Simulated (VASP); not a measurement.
PbS:

```xyz
4
Lattice="5.0259 0.0000 0.0000 -2.5130 4.3526 0.0000 0.0000 0.0000 6.0381" Properties=species:S:1:pos:R:3 pbc="T T T"
Pb    0.0000    2.9017    1.5095
Pb    2.5130    1.4509    4.5286
S     2.5130    1.4509    1.5095
S     0.0000    2.9017    4.5286
```

| Quantity | Value |
| --- | --- |
| Program | VASP 6.6.1 |
| Task | relaxation of cell and atoms |
| Functional | PBEsol |
| Potentials or basis | VASP PAW PBE potentials, release 64 (Pb_d, S) |
| Cutoff | 500 eV |
| k mesh | 6 × 6 × 4 |
| Occupations | fermi-dirac, width 0.02 eV |
| Spin | no spin polarisation |

At the start: pressure -2.1 GPa; volume 33.02 Å³/atom.

Q: Where does the relaxation end?

A: Over 7 steps the energy falls by 11.2 meV/atom and the volume is 31.38 Å³/atom (-5.0 %); space group P6_3/mmc (No. 194, to 0.1 Å) before and after.

Step by step:
```csv
step,energy change (eV),largest force (eV/Å),pressure (GPa),volume (Å³)
1,0.0000,0.0000,-2.10,132.09
2,-0.0417,0.0000,0.61,123.98
3,-0.0448,0.0000,0.00,125.58
4,-0.0448,0.0000,-0.05,125.71
5,-0.0448,0.0000,-0.04,125.69
6,-0.0448,0.0000,-0.04,125.68
7,-0.0449,0.0000,0.01,125.54
```

Final structure:
```
Pb S
1.0
     4.94384    0.00000    0.00000
    -2.47192    4.28149    0.00000
     0.00000    0.00000    5.93092
Pb S
2 2
Direct
  0.33333 0.66667 0.25000
  0.66667 0.33333 0.75000
  0.66667 0.33333 0.25000
  0.33333 0.66667 0.75000
```

Caveat: the PAW data sets were made with another functional, which shifts forces and pressure a little.
